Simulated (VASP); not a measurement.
# Hg2ICl (P4/mmm) in VASP: notebook

Hg2ICl is run at these levels: PBE; tasks: single point, relaxation of cell and atoms.

All numbers are computed with VASP 6.6.1; they aren't measurements. Logs are shortened: lines on timing, memory, paths and dates and some standing lists are left out, and cuts for length are marked.

## 1. The cell of the first run

It takes space group P4/mmm (No. 123, tetragonal). The conventional cell has a = 5.122 Å, b = 5.122 Å, c = 5.616 Å, α = 90.00°, β = 90.00°, γ = 90.00°. Within 3.7 Å of Hg (site symmetry 4/mmm) lie 2 Cl at 2.81 Å and 4 I at 3.62 Å. Hg (site symmetry 4/mmm) has 2 I at 2.81 Å and 4 Cl at 3.62 Å within 3.7 Å. Within 3.7 Å of I (site symmetry 4/mmm) lie 6 Hg at 2.81 to 3.62 Å. Within 3.7 Å of Cl (site symmetry 4/mmm) lie 6 Hg at 2.81 to 3.62 Å.

The cell was generated, and may not be a known phase.

## 2. Single point, PBE

The input, INCAR:

```
ALGO     = Normal         # electronic algorithm
EDIFF    = 1E-6           # SCF threshold, eV
ENCUT    = 520            # plane-wave cutoff, eV
GGA      = PE             # functional
ISIF     = 2              # what is computed and relaxed
ISMEAR   = 0              # smearing method
LASPH    = True           # aspherical terms in the spheres
LCHARG   = True           # write CHGCAR
LELF     = True           # ELF
LREAL    = False          # projectors in reciprocal space
LVHAR    = True         
LWAVE    = False          # write WAVECAR
NBANDS   = 27             # bands
NELM     = 100            # most SCF steps
PREC     = Accurate       # precision mode
SIGMA    = 0.1            # smearing width, eV
```

The input, KPOINTS:

```
k-points
0
Gamma
  10 10 8
```

The input, POSCAR:

```
Hg2ICl
1.0
    5.1221818960      0.0000000000      0.0000000000
    0.0000000000      5.1221818960      0.0000000000
    0.0000000000      0.0000000000      5.6156338918
Hg I Cl
2 1 1
Direct
    0.0000000000      0.0000000000      0.0000000000
    0.5000000000      0.5000000000      0.5000000000
    0.5000000000      0.5000000000      0.0000000000
    0.0000000000      0.0000000000      0.5000000000
```

Potentials or basis: VASP PAW PBE potentials, release 64 (Hg, I, Cl).

The run is started by

```sh
cat potpaw_PBE.64/Hg/POTCAR potpaw_PBE.64/I/POTCAR potpaw_PBE.64/Cl/POTCAR > POTCAR
mpirun -np 1 vasp_std > vasp.out
```

OUTCAR:

```text
EDIFF = 1E-6
   ENCUT = 520
   GGA = PE
   ISIF = 2
   ISMEAR = 0
   LASPH = True
   LREAL = False
   NELM = 100
   PREC = Accurate

 ion  position               nearest neighbor table
   1  0.000  0.000  0.000-   4 2.81   4 2.81   3 3.62   3 3.62   3 3.62   3 3.62
   2  0.500  0.500  0.500-   3 2.81   3 2.81
   3  0.500  0.500  0.000-   2 2.81   2 2.81   1 3.62   1 3.62   1 3.62   1 3.62
   4  0.000  0.000  0.500-   1 2.81   1 2.81

  LATTYP: Found a simple tetragonal cell.
 ALAT       =     5.1221818960
 C/A-ratio  =     1.0963362891

  Lattice vectors:

 A1 = (   5.1221818960,   0.0000000000,   0.0000000000)
 A2 = (   0.0000000000,   5.1221818960,   0.0000000000)
 A3 = (   0.0000000000,   0.0000000000,   5.6156338918)

Analysis of symmetry for initial positions (statically):
=====================================================================
 Subroutine PRICEL returns:
 Original cell was already a primitive cell.

 Routine SETGRP: Setting up the symmetry group for a
 simple tetragonal supercell.

 Subroutine GETGRP returns: Found 16 space group operations
 (whereof 16 operations were pure point group operations)
 out of a pool of 16 trial point group operations.

The static configuration has the point symmetry D_4h.

Analysis of symmetry for dynamics (positions and initial velocities):
=====================================================================
 Subroutine PRICEL returns:
 Original cell was already a primitive cell.

 Routine SETGRP: Setting up the symmetry group for a
 simple tetragonal supercell.

 Subroutine GETGRP returns: Found 16 space group operations
 (whereof 16 operations were pure point group operations)
 out of a pool of 16 trial point group operations.

The dynamic configuration has the point symmetry D_4h.

 Subroutine INISYM returns: Found 16 space group operations
 (whereof 16 operations are pure point group operations),
 and found     1 'primitive' translations

----------------------------------------------------------------------------------------

                                     Primitive cell

  volume of cell :     147.3360

  direct lattice vectors                    reciprocal lattice vectors
     5.122181896  0.000000000  0.000000000     0.195229303  0.000000000  0.000000000
     0.000000000  5.122181896  0.000000000     0.000000000  0.195229303  0.000000000
     0.000000000  0.000000000  5.615633892     0.000000000  0.000000000  0.178074287

  length of vectors
     5.122181896  5.122181896  5.615633892     0.195229303  0.195229303  0.178074287

  position of ions in fractional coordinates (direct lattice)
     0.000000000  0.000000000  0.000000000
     0.500000000  0.500000000  0.500000000
     0.500000000  0.500000000  0.000000000
     0.000000000  0.000000000  0.500000000

  ion indices of the primitive-cell ions
   primitive index   ion index
                 1           1
                 2           2
                 3           3
                 4           4

----------------------------------------------------------------------------------------

 KPOINTS: k-points

Automatic generation of k-mesh.
 Grid dimensions read from file:
 generate k-points for:   10   10    8

 Generating k-lattice:

  Cartesian coordinates                     Fractional coordinates (reciprocal lattice)
     0.019522930  0.000000000  0.000000000     0.100000000  0.000000000  0.000000000
     0.000000000  0.019522930  0.000000000     0.000000000  0.100000000  0.000000000
     0.000000000  0.000000000  0.022259286     0.000000000  0.000000000  0.125000000

  Length of vectors
     0.019522930  0.019522930  0.022259286

  Shift w.r.t. Gamma in fractional coordinates (k-lattice)
     0.000000000  0.000000000  0.000000000

 Subroutine IBZKPT returns following result:
 ===========================================

 Found    105 irreducible k-points:

 Following reciprocal coordinates:
            Coordinates               Weight
  0.000000  0.000000  0.000000      1.000000
  0.100000  0.000000  0.000000      4.000000
  0.200000  0.000000  0.000000      4.000000
  0.300000  0.000000  0.000000      4.000000
  0.400000  0.000000  0.000000      4.000000
  0.500000  0.000000  0.000000      2.000000
[... 16 lines left out ...]
  0.100000  0.000000  0.125000      8.000000
  0.200000  0.000000  0.125000      8.000000
 [... further k-points ...]
   k-points           NKPTS =    105   k-points in BZ     NKDIM =    105   number of bands    NBANDS=     27
   number of dos      NEDOS =    301   number of ions     NIONS =      4
   total plane-waves  NPLWV =  67200
   dimension x,y,z NGX =    40 NGY =   40 NGZ =   42
   dimension x,y,z NGXF=    80 NGYF=   80 NGZF=   84
   ions per type =               2   1   1
   NGX,Y,Z   is equivalent  to a cutoff of  12.98, 12.98, 12.43 a.u.
   NGXF,Y,Z  is equivalent  to a cutoff of  25.96, 25.96, 24.87 a.u.
 SYSTEM =  unknown system
   PREC   = accura    normal or accurate (medium, high low for compatibility)
   ISTART =      0    job   : 0-new  1-cont  2-samecut
   ICHARG =      2    charge: 1-file 2-atom 10-const
   ISPIN  =      1    spin polarized calculation?
   LNONCOLLINEAR =      F non collinear calculations
   LSORBIT =      F    spin-orbit coupling
   LASPH  =      T    aspherical Exc in radial PAW
   ENCUT  =  520.0 eV  38.22 Ry    6.18 a.u.   9.52  9.52 10.44*2*pi/ulx,y,z
   NELM   =    100;   NELMIN=  2; NELMDL= -5     # of ELM steps
   EDIFF  = 0.1E-05   stopping-criterion for ELM
   LREAL  =      F    real-space projection
   EDIFFG = 0.1E-04   stopping-criterion for IOM
   NSW    =      0    number of steps for IOM
   IBRION =     -1    ionic relax: 0-MD 1-quasi-New 2-CG
   NFREE  =      0    steps in history (QN), initial steepest desc. (CG)
   ISIF   =      2    stress and relaxation
   ISYM   =      2    0-nonsym 1-usesym 2-fastsym
   POTIM  = 0.5000    time-step for ionic-motion
   TEBEG  =    0.0;   TEEND  =   0.0 temperature during run
   PSTRESS=    0.0 pullay stress
   NELECT =      38.0000    total number of electrons
   NUPDOWN=      -1.0000    fix difference up-down
   EMIN   =  10.00;   EMAX   =-10.00  energy-range for DOS
   EFERMI =   0.00;   METHOD = LEGACY
   ISMEAR =     0;   SIGMA  =   0.10  broadening in eV -4-tet -1-fermi 0-gaus
   EFERMI_NEDOS =   21; number of points for ismear=-14 and -15
   IALGO  =     38    algorithm
   IMIX   =      4    mixing-type and parameters
     AMIX     =   0.40;   BMIX     =  1.00
     AMIX_MAG =   1.60;   BMIX_MAG =  1.00
  volume/ion in A,a.u.               =      36.83       248.57
  Fermi-wavevector in a.u.,A,eV,Ry     =   1.042077  1.969240 14.774897  1.085924
  Thomas-Fermi vector in A             =   2.176726
   LORBIT       =      0    0 simple, 1 ext, 2 COOP (PROOUT), +10 PAW based schemes
   GGA     = PE    functional components
   LHFCALC =     F    Hartree Fock is set to
   AEXX    =    0.0000 exact exchange contribution
   IVDW    =     0    specifies the selected vdW correction
   LEPSILON=     F    determine dielectric tensor
   LRPA    =     F    only Hartree local field effects (RPA)
 non-spin polarized calculation
 Gauss-broadening in eV      SIGMA  =   0.10
  energy-cutoff  :      520.00
  volume of cell :      147.34
 maximum number of plane-waves:      3996
 NGX is ok and might be reduce to    40
   NGX = 19   NGY = 19   NGZ = 21

 number of electron      38.0000009 magnetization

 Free energy of the ion-electron system (eV)
  ---------------------------------------------------
  ext. energy  EPLUGINS =         0.00000000
  ---------------------------------------------------
  free energy    TOTEN  =        -4.48232900 eV

  energy without entropy =       -4.47082851  energy(sigma->0) =       -4.47657875

 E-fermi :   0.8304     XC(G=0):  -8.0109

 val. band max:        0.8166978398   @ k =   0.4000   0.2000   0.2500
 cond. band min:       0.8304993430   @ k =   0.5000   0.4000   0.2500
 fundamental gap:      0.0138015032
 Fermi energy:         0.8303704640

 k-point     1 :       0.0000    0.0000    0.0000
  band No.  band energies     occupation
      1     -13.6731      2.00000
      2     -12.2660      2.00000
      3      -5.4222      2.00000
      4      -5.4222      2.00000
      5      -5.3319      2.00000
      6      -5.1813      2.00000
[... 19 lines left out ...]
     26       8.0873      0.00000
     27       8.5739      0.00000

 k-point     2 :       0.1000    0.0000    0.0000
  band No.  band energies     occupation
      1     -13.6714      2.00000
      2     -12.2633      2.00000
      3      -5.4235      2.00000
      4      -5.4216      2.00000
      5      -5.3311      2.00000
      6      -5.1791      2.00000
[... 19 lines left out ...]
     26       7.9345      0.00000
     27       8.7940      0.00000

 k-point     3 :       0.2000    0.0000    0.0000
  band No.  band energies     occupation
      1     -13.6670      2.00000
      2     -12.2563      2.00000
      3      -5.4269      2.00000
      4      -5.4200      2.00000
      5      -5.3291      2.00000
      6      -5.1730      2.00000
[... 19 lines left out ...]
     26       7.6219      0.00000
     27       8.7661      0.00000

 k-point     4 :       0.3000    0.0000    0.0000
  band No.  band energies     occupation
      1     -13.6615      2.00000
      2     -12.2477      2.00000
      3      -5.4312      2.00000
      4      -5.4181      2.00000
      5      -5.3267      2.00000
      6      -5.1770      2.00000
[... 19 lines left out ...]
     26       7.9939      0.00000
     27       8.7243      0.00000

 k-point     5 :       0.4000    0.0000    0.0000
  band No.  band energies     occupation
      1     -13.6570      2.00000
      2     -12.2406      2.00000
      3      -5.4346      2.00000
      4      -5.4164      2.00000
      5      -5.3246      2.00000
      6      -5.1872      2.00000
[... 19 lines left out ...]
     26       8.6868      0.00000
     27       8.8780      0.00000

 k-point     6 :       0.5000    0.0000    0.0000
  band No.  band energies     occupation
      1     -13.6553      2.00000
      2     -12.2378      2.00000
      3      -5.4359      2.00000
      4      -5.4158      2.00000
      5      -5.3238      2.00000
      6      -5.1911      2.00000
[... 444 lines left out ...]
      1     -13.6497      2.00000
      2     -12.2201      2.00000
      3      -5.4370      2.00000
      4      -5.4370      2.00000
      5      -5.3096      2.00000
      6      -5.1421      2.00000
[... 19 lines left out ...]
     26       7.2689      0.00000
     27       9.0828      0.00000

 k-point    22 :       0.0000    0.0000    0.1250
  band No.  band energies     occupation
      1     -13.6626      2.00000
      2     -12.2354      2.00000
      3      -5.5529      2.00000
      4      -5.4363      2.00000
      5      -5.4363      2.00000
      6      -5.1806      2.00000
[... 19 lines left out ...]
     26       7.7948      0.00000
     27       8.6543      0.00000

 k-point    23 :       0.1000    0.0000    0.1250
  band No.  band energies     occupation
      1     -13.6610      2.00000
      2     -12.2325      2.00000
      3      -5.5521      2.00000
      4      -5.4382      2.00000
      5      -5.4362      2.00000
      6      -5.1786      2.00000
[... 19 lines left out ...]
     26       7.8760      0.00000
     27       8.7805      0.00000

 k-point    24 :       0.2000    0.0000    0.1250
  band No.  band energies     occupation
      1     -13.6568      2.00000
      2     -12.2251      2.00000
      3      -5.5496      2.00000
      4      -5.4437      2.00000
      5      -5.4360      2.00000
      6      -5.1732      2.00000
[... 19 lines left out ...]
     26       7.9182      0.00000
     27       8.7094      0.00000

 [... further k-points ...]

------------------------ aborting loop because EDIFF is reached ----------------------------------------

  FORCE on cell =-STRESS in cart. coord.  units (eV):
  Direction    XX          YY          ZZ          XY          YZ          ZX
  --------------------------------------------------------------------------------------
  -------------------------------------------------------------------------------------
  Total       -0.0200293     -0.0200293      0.1076539      0.0000000      0.0000000      0.0000000
  in kB       -0.2178051     -0.2178051      1.1706625      0.0000000      0.0000000      0.0000000
  external PRESSURE =       0.2450174 kB  Pullay stress =       0.0000000 kB

 VOLUME and BASIS-vectors are now :
 -----------------------------------------------------------------------------
  energy-cutoff  :      520.00
  volume of cell :      147.34
      direct lattice vectors                 reciprocal lattice vectors
     5.122181896  0.000000000  0.000000000     0.195229303  0.000000000  0.000000000
     0.000000000  5.122181896  0.000000000     0.000000000  0.195229303  0.000000000
     0.000000000  0.000000000  5.615633892     0.000000000  0.000000000  0.178074287

 POSITION                                       TOTAL-FORCE (eV/Angst)
 -----------------------------------------------------------------------------------
      0.00000      0.00000      0.00000         0.000000      0.000000      0.000000
      2.56109      2.56109      2.80782         0.000000      0.000000      0.000000
      2.56109      2.56109      0.00000         0.000000      0.000000      0.000000
      0.00000      0.00000      2.80782         0.000000      0.000000      0.000000
 -----------------------------------------------------------------------------------
    total drift:                               -0.000000     -0.000000     -0.000000

  FREE ENERGIE OF THE ION-ELECTRON SYSTEM (eV)
  ---------------------------------------------------
  free  energy   TOTEN  =        -4.4823289956 eV

  energy  without entropy=       -4.4708285065  energy(sigma->0) =       -4.47657875
```

Run time: 5.3 min. Hardware: 1 thread of Intel Xeon Platinum 8488C (Sapphire Rapids), shared host; peak memory 0.52 GiB.

What came out:

| Property | Result |
| --- | --- |
| Free energy | -4.4823 eV |
| Pressure | 0.0 GPa |
| Band gap on the k mesh | zero (bands 19 and 20 overlap by 3.50 eV) |

Caveat: spin-orbit coupling is left out, which moves the levels of the heavy elements.

## 3. Relaxation of cell and atoms, PBE

This run uses another cell than the first one, of 31.69 Å³/atom.

The input, INCAR:

```
ALGO = Normal
EDIFF = 1E-7
EDIFFG = -0.01
ENCUT = 600
GGA = PE
IBRION = 2
ISIF = 3
ISMEAR = 0
LASPH = T
LCHARG = F
LREAL = F
LWAVE = F
NELM = 100
NSW = 100
PREC = Accurate
SIGMA = 0.1
```

KPOINTS is that of step 2.

The input, POSCAR:

```
Hg2ICl
1.0
    4.4715695800      0.0000000000      0.0000000000
    0.0000000000      4.4715695800      0.0000000000
    0.0000000000      0.0000000000      6.3397463700
Hg I Cl
2 1 1
Direct
    0.0000000000      0.0000000000      0.0000000000
    0.5000000000      0.5000000000      0.5000000000
    0.5000000000      0.5000000000      0.0000000000
    0.0000000000      0.0000000000      0.5000000000
```

Potentials or basis: VASP PAW PBE potentials, release 64 (Hg, I, Cl).

The run is started by

```sh
cat potpaw_PBE.64/Hg/POTCAR potpaw_PBE.64/I/POTCAR potpaw_PBE.64/Cl/POTCAR > POTCAR
mpirun -np 1 vasp_std > vasp.out
```

Wall time 50 min (1 thread of Intel Xeon Platinum 8488C (Sapphire Rapids), shared host); peak memory 0.55 GiB.

The run converged. Its results:

| Quantity | Value |
| --- | --- |
| Free energy | -4.4761 eV |
| Relaxed volume | 36.60 Å³/atom |
| Relaxed cell | a = 5.100 Å, b = 5.100 Å, c = 5.628 Å, α = 90.00°, β = 90.00°, γ = 90.00° |
| Space group after relaxing (to 0.1 Å) | P4/mmm (No. 123) |
| Energy gained by relaxing | 29.8 meV/atom |
| Ionic steps | 16 |
| Pressure after relaxing | 0.0 GPa |
| Band gap on the k mesh | zero (bands 19 and 20 overlap by 3.50 eV) |

Step by step:
```
step  energy change (eV)  largest force (eV/Å)  pressure (GPa)  volume (Å³)
   1              0.0000                0.0000           -0.24       126.76
   2             -0.0071                0.0000           -0.07       125.88
   3             -0.0228                0.0000            0.60       123.19
   4              0.0272                0.0000            3.00       117.68
   5             -0.0239                0.0000            0.79       122.60
   6             -0.0280                0.0000            0.80       122.77
   7             -0.0389                0.0000            0.89       123.26
   8             -0.0550                0.0000            1.32       124.11
   9             -0.0696                0.0000            1.02       126.10
  10             -0.0951                0.0000            0.34       132.11
  11             -0.1140                0.0000           -0.32       144.44
  12             -0.1149                0.0000           -0.40       147.43
  13             -0.1171                0.0000            0.10       149.60
  14             -0.1186                0.0000           -0.10       148.81
  15             -0.1189                0.0000           -0.07       148.02
  16             -0.1191                0.0000            0.00       146.42
```

Final structure:
```xyz
4
Lattice="5.1004 0.0000 0.0000 0.0000 5.1004 0.0000 0.0000 0.0000 5.6283" Properties=species:S:1:pos:R:3 pbc="T T T"
Hg    0.0000    0.0000    0.0000
Hg    2.5502    2.5502    2.8141
I     2.5502    2.5502    0.0000
Cl    0.0000    0.0000    2.8141
```

Levels at points of the mesh, in eV from the Fermi level:
```csv
k point,band 17,band 18,band 19,band 20,band 21,band 22
"(0.00, 0.00, 0.00)",-2.36,-2.06,-2.04,-2.04,5.26,6.15
"(0.50, 0.00, 0.00)",-2.33,-2.06,-1.10,-0.22,3.45,3.90
"(0.50, 0.50, 0.00)",-2.18,-2.18,-2.08,-2.02,5.07,5.07
"(0.00, 0.00, 0.50)",-2.12,-2.12,0.65,2.25,4.71,5.12
"(0.50, 0.00, 0.50)",-1.72,-1.63,1.45,2.38,2.59,2.91
"(0.50, 0.50, 0.50)",-2.55,-2.55,0.76,2.47,3.79,3.79
```

Caveat: the volume moved by over 15 % at a fixed basis, so the end points are rough; spin-orbit coupling is left out, which moves the levels of the heavy elements.
